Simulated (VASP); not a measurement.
# GeWCl3 (P4mm) in VASP: single point with PBE

Aim: the single point of GeWCl3 with PBE.

Everything below comes from runs of VASP 6.6.1. Logs are shortened: lines on timing, memory, paths and dates and some standing lists are left out, and cuts for length are marked.

### Step 1. The cell of the first run

It takes space group P4mm (No. 99, tetragonal). Conventional cell: a = 4.876 Å, b = 4.876 Å, c = 4.877 Å, α = 90.00°, β = 90.00°, γ = 90.00°. Within 3.2 Å of Ge (site symmetry 4mm) lie 6 Cl at 2.44 Å. W (site symmetry 4mm) has 12 Cl at 3.43 to 3.47 Å and 8 Ge at 4.21 to 4.24 Å within 4.5 Å. Cl (site symmetry 2mm) has 2 Ge at 2.44 Å within 3.2 Å. Cl (site symmetry 4mm) has 2 Ge at 2.44 Å within 3.2 Å.

The cell was generated, and may not be a known phase.

### Step 2. Single point, PBE, collinear spin

Input file INCAR:

```
SYSTEM = GeWCl3
PREC = Accurate
ENCUT = 520
EDIFF = 1E-6
ISMEAR = 0
SIGMA = 0.1
LREAL = .FALSE.
LASPH = .TRUE.
NELM = 150
ALGO = Normal
ISIF = 2
LWAVE = .FALSE.
LCHARG = .FALSE.
ISPIN = 2
MAGMOM = -0.01 4.54 0.04 0.04 0.04
LORBIT = 11
LMAXMIX = 4
GGA = PE
NBANDS = 36
```

Input file KPOINTS:

```
Automatic mesh
0
G
  4 4 4
  0 0 0
```

Input file POSCAR:

```
GeWCl3
1.0
    4.8761748500      0.0000000000      0.0000000000
    0.0000000000      4.8761748500      0.0000000000
    0.0000000000      0.0000000000      4.8768096200
Ge W Cl
1 1 3
Direct
    0.0000000000      0.0000000000      0.4866651000
    0.5000000000      0.5000000000      0.9920643000
    0.5000000000      0.0000000000      0.4863043100
    0.0000000000      0.0000000000      0.9866249600
    0.0000000000      0.5000000000      0.4863043100
```

Potentials or basis: VASP PAW PBE potentials, release 64 (Ge_d, W_sv, Cl).

Launch:

```sh
$ cat potpaw_PBE.64/Ge_d/POTCAR potpaw_PBE.64/W_sv/POTCAR potpaw_PBE.64/Cl/POTCAR > POTCAR
$ mpirun -np 1 vasp_std > vasp.out
```

OUTCAR:

```text
SYSTEM = GeWCl3
   PREC = Accurate
   ENCUT = 520
   EDIFF = 1E-6
   ISMEAR = 0
   LREAL = .FALSE.
   LASPH = .TRUE.
   NELM = 150
   ISIF = 2
   ISPIN = 2
   LORBIT = 11
   GGA = PE

 ion  position               nearest neighbor table
   1  0.000  0.000  0.487-   3 2.44   5 2.44   5 2.44   3 2.44   4 2.44   4 2.44
   2  0.500  0.500  0.992-
   3  0.500  0.000  0.486-   1 2.44   1 2.44
   4  0.000  0.000  0.987-   1 2.44   1 2.44
   5  0.000  0.500  0.486-   1 2.44   1 2.44

  LATTYP: Found a simple tetragonal cell.
 ALAT       =     4.8761748500
 C/A-ratio  =     1.0001301779

  Lattice vectors:

 A1 = (   4.8761748500,   0.0000000000,   0.0000000000)
 A2 = (   0.0000000000,   4.8761748500,   0.0000000000)
 A3 = (   0.0000000000,   0.0000000000,   4.8768096200)

Analysis of symmetry for initial positions (statically):
=====================================================================
 Subroutine PRICEL returns:
 Original cell was already a primitive cell.

 Routine SETGRP: Setting up the symmetry group for a
 simple tetragonal supercell.

 Subroutine GETGRP returns: Found  8 space group operations
 (whereof  8 operations were pure point group operations)
 out of a pool of 16 trial point group operations.

The static configuration has the point symmetry C_4v.

Analysis of symmetry for dynamics (positions and initial velocities):
=====================================================================
 Subroutine PRICEL returns:
 Original cell was already a primitive cell.

 Routine SETGRP: Setting up the symmetry group for a
 simple tetragonal supercell.

 Subroutine GETGRP returns: Found  8 space group operations
 (whereof  8 operations were pure point group operations)
 out of a pool of 16 trial point group operations.

The dynamic configuration has the point symmetry C_4v.

Analysis of structural, dynamic, and magnetic symmetry:
=====================================================================
 Subroutine PRICEL returns:
 Original cell was already a primitive cell.

 Routine SETGRP: Setting up the symmetry group for a
 simple tetragonal supercell.

 Subroutine GETGRP returns: Found  8 space group operations
 (whereof  8 operations were pure point group operations)
 out of a pool of 16 trial point group operations.

[... 124 lines left out ...]
   GGA     = PE    functional components
   LHFCALC =     F    Hartree Fock is set to
   AEXX    =    0.0000 exact exchange contribution
   IVDW    =     0    specifies the selected vdW correction
   LEPSILON=     F    determine dielectric tensor
   LRPA    =     F    only Hartree local field effects (RPA)
 spin polarized calculation
 Gauss-broadening in eV      SIGMA  =   0.10
  energy-cutoff  :      520.00
  volume of cell :      115.96
 maximum number of plane-waves:      3136
   NGX = 19   NGY = 19   NGZ = 19

 number of electron      48.9999981 magnetization       5.1576371

 Free energy of the ion-electron system (eV)
  ---------------------------------------------------
  ext. energy  EPLUGINS =         0.00000000
  ---------------------------------------------------
  free energy    TOTEN  =       -18.51460463 eV

  energy without entropy =      -18.48178721  energy(sigma->0) =      -18.49819592

 E-fermi :   4.7028     XC(G=0):  -9.5531

 val. band max:        4.6032320164   @ k =   0.2500   0.2500   0.2500
 cond. band min:       4.7040536826   @ k =   0.5000   0.0000   0.0000
 fundamental gap:      0.1008216662
 Fermi energy:         4.7028394364

 spin component 1

 k-point     1 :       0.0000    0.0000    0.0000
  band No.  band energies     occupation
      1     -69.4453      1.00000
      2     -33.9484      1.00000
      3     -33.9484      1.00000
      4     -33.9482      1.00000
      5     -20.8399      1.00000
      6     -20.8398      1.00000
[... 691 lines left out ...]
     35      13.7735      0.00000
     36      13.7774      0.00000
 Fermi energy:         4.7028394364

 spin component 2

 k-point     1 :       0.0000    0.0000    0.0000
  band No.  band energies     occupation
      1     -67.8006      1.00000
      2     -31.7084      1.00000
      3     -31.7084      1.00000
      4     -31.7082      1.00000
      5     -20.8435      1.00000
      6     -20.8434      1.00000
[... 691 lines left out ...]
     35      13.7652      0.00000
     36      13.7662      0.00000

------------------------ aborting loop because EDIFF is reached ----------------------------------------

  FORCE on cell =-STRESS in cart. coord.  units (eV):
  Direction    XX          YY          ZZ          XY          YZ          ZX
  --------------------------------------------------------------------------------------
  -------------------------------------------------------------------------------------
  Total        4.5742149      4.5742149      4.5671011      0.0000000      0.0000000      0.0000000
  in kB       63.2022884     63.2022884     63.1039967      0.0000000      0.0000000      0.0000000
  external PRESSURE =      63.1695245 kB  Pullay stress =       0.0000000 kB

 VOLUME and BASIS-vectors are now :
 -----------------------------------------------------------------------------
  energy-cutoff  :      520.00
  volume of cell :      115.96
      direct lattice vectors                 reciprocal lattice vectors
     4.876174850  0.000000000  0.000000000     0.205078782  0.000000000  0.000000000
     0.000000000  4.876174850  0.000000000     0.000000000  0.205078782  0.000000000
     0.000000000  0.000000000  4.876809620     0.000000000  0.000000000  0.205052089

 POSITION                                       TOTAL-FORCE (eV/Angst)
 -----------------------------------------------------------------------------------
      0.00000      0.00000      2.37337        -0.000000     -0.000000      0.008178
      2.43809      2.43809      4.83811         0.000000     -0.000000      0.008790
      2.43809      0.00000      2.37161         0.000000     -0.000000     -0.008009
      0.00000      0.00000      4.81158         0.000000      0.000000     -0.000950
      0.00000      2.43809      2.37161         0.000000     -0.000000     -0.008009
 -----------------------------------------------------------------------------------
    total drift:                                0.000000     -0.000000      0.000535

  FREE ENERGIE OF THE ION-ELECTRON SYSTEM (eV)
  ---------------------------------------------------
  free  energy   TOTEN  =       -18.5146046269 eV

  energy  without entropy=      -18.4817872140  energy(sigma->0) =      -18.49819592

 total charge

# of ion       s       p       d       tot
------------------------------------------
    1        1.367   0.720  10.101  12.187
    2        2.296   5.963   3.425  11.684
    3        1.615   3.493   0.000   5.107
    4        1.615   3.493   0.000   5.107
    5        1.615   3.493   0.000   5.107
--------------------------------------------------
tot          8.507  17.160  13.527  39.193

 magnetization (x)

# of ion       s       p       d       tot
------------------------------------------
    1       -0.014   0.006  -0.001  -0.008
    2        0.263   0.015   3.350   3.629
    3        0.009   0.020   0.000   0.028
    4        0.009   0.020   0.000   0.028
    5        0.009   0.020   0.000   0.028
--------------------------------------------------
tot          0.276   0.081   3.350   3.706
```

OSZICAR:

```text
N       E                     dE             d eps       ncg     rms          rms(c)
DAV:   1     0.495617940334E+03    0.49562E+03   -0.24003E+04  3580   0.212E+03
DAV:   2     0.435395808346E+02   -0.45208E+03   -0.42173E+03  2936   0.656E+02
DAV:   3    -0.149284436471E+02   -0.58468E+02   -0.56515E+02  3056   0.136E+02
DAV:   4    -0.179194761434E+02   -0.29910E+01   -0.29656E+01  3004   0.360E+01
DAV:   5    -0.180005561583E+02   -0.81080E-01   -0.81006E-01  3208   0.586E+00    0.184E+01
DAV:   6    -0.184237186828E+02   -0.42316E+00   -0.26696E+00  2904   0.824E+00    0.875E+00
DAV:   7    -0.185014368748E+02   -0.77718E-01   -0.31194E-01  2848   0.341E+00    0.414E+00
DAV:   8    -0.185223706162E+02   -0.20934E-01   -0.10033E-01  2936   0.172E+00    0.215E+00
DAV:   9    -0.185127934363E+02    0.95772E-02   -0.13834E-02  2972   0.863E-01    0.635E-01
DAV:  10    -0.185148601424E+02   -0.20667E-02   -0.53879E-03  2880   0.332E-01    0.216E-01
DAV:  11    -0.185145177388E+02    0.34240E-03   -0.10037E-03  2896   0.155E-01    0.798E-02
DAV:  12    -0.185145719272E+02   -0.54188E-04   -0.10205E-04  2940   0.558E-02    0.372E-02
DAV:  13    -0.185145911705E+02   -0.19243E-04   -0.10755E-05  2844   0.202E-02    0.200E-02
DAV:  14    -0.185146047459E+02   -0.13575E-04   -0.11823E-05  2692   0.203E-02    0.598E-03
DAV:  15    -0.185146046269E+02    0.11900E-06   -0.15958E-06  2444   0.764E-03
   1 F= -.18514605E+02 E0= -.18498196E+02  d E =-.328174E-01  mag=     5.1575
```

stdout:

```text
POSCAR found type information on POSCAR GeW Cl
 POSCAR found :  3 types and       5 ions
 scaLAPACK will be used
 LDA part: xc-table for (Slater+PW92), standard interpolation
 POSCAR, INCAR and KPOINTS ok, starting setup
 FFT: planning ... GRIDC
 FFT: planning ... GRID_SOFT
 FFT: planning ... GRID
 WAVECAR not read
 entering main loop
```

Run time: 50 s. Hardware: 1 thread of Intel Xeon 6975P-C (Granite Rapids), shared host; peak memory 0.3 GiB.

Results:

- Free energy: -18.5146 eV
- Pressure: 6.3 GPa
- Largest force: 0.009 eV/Å
- Net moment: 5.16 μB per cell
- Site moments: Ge -0.01; W +3.63; Cl +0.03 μB
- Valence electrons inside the program's atomic spheres: Ge 12.19; W 11.68; Cl 5.11

Forces in eV/Å, atoms in the order of the input:
```
Ge   0.000  0.000  0.008
W    0.000  0.000  0.009
Cl   0.000  0.000 -0.008
Cl   0.000  0.000 -0.001
Cl   0.000  0.000 -0.008
```

Caveat: the cell stands under pressure; spin-orbit coupling is left out, which moves the levels of the heavy elements.
